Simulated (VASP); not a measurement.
The system is Re.

```
Re
1.0
    -1.53425    1.53425    1.53425
     1.53425   -1.53425    1.53425
     1.53425    1.53425   -1.53425
Re
1
Cartesian
  0.0000 0.0000 0.0000
```

This cell differs from its parent crystal: volume scaled by 0.92.

Base run:

```yaml
Program: VASP 6.6.1
Functional: BLYP
Potentials_or_basis: VASP PAW PBE potentials, release 64 (Re_sv_GW)
Cutoff: 500 eV
k_mesh: 16 × 16 × 16
Occupations: fermi-dirac, width 0.1 eV
Spin: no spin polarisation
```

Its results: pressure 31.3 GPa.

Question: The run is repeated on the same cell with these changes: potentials or basis from VASP PAW PBE potentials, release 64 (Re_sv_GW) to VASP PAW PBE potentials, release 64 (Re); cutoff from 500 eV to 520 eV; further incar settings from ALGO = Normal; EDIFF = 1e-06; NBANDS = 14 to ALGO = Normal; EDIFF = 1e-06; NBANDS = 10; valence electrons from 15 to 7. What comes out?

Answer: Pressure 34.7 GPa.

Caveats: the PAW data sets were made with another functional, which shifts forces and pressure a little.
